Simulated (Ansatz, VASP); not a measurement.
# BaO: VASP beside Ansatz

```
CELL_PARAMETERS angstrom
0.00000 2.71761 2.71761
2.71761 0.00000 2.71761
2.71761 2.71761 0.00000
ATOMIC_POSITIONS crystal
Ba 0.00000 0.00000 0.00000
O 0.50000 0.50000 0.50000
```

Change from the starting cell: strained cell.

Alike in both runs: functional PBEsol; k mesh 8 × 8 × 8; occupations gaussian, width 0.02 eV; no spin polarisation.

Ansatz relaxed the structure, and its values are those at the end. VASP's run is a single point on that final structure, the one shown.

|  | VASP | Ansatz |
| --- | --- | --- |
| version | VASP 6.6.1 | Ansatz 0.2.0 |
| potentials or method | VASP PAW PBE potentials, release 64 (Ba_sv, O_h), cutoff 1340 eV | scalar-relativistic, plane waves, PAW |
| valence electrons in the cell | 16 | 16 |

VASP gave:

```
gap on the k mesh at the Fermi level (eV) : 1.65
least direct gap on the mesh (eV)         : 1.65
pressure (GPa)                            : 4.6
```

Q: What did Ansatz give for the same quantities?

A: gap on the k mesh at the Fermi level (eV): 1.72; least direct gap on the mesh (eV): 1.72; pressure (GPa): 2.5.

VASP's potentials were made for PBE, not for PBEsol, and Ansatz warns of the same on its side. The functional is the same, so the differences come from potentials, cutoffs and numerics. Ansatz's warnings: stress scf threshold loose.

Spin-orbit coupling is off throughout.
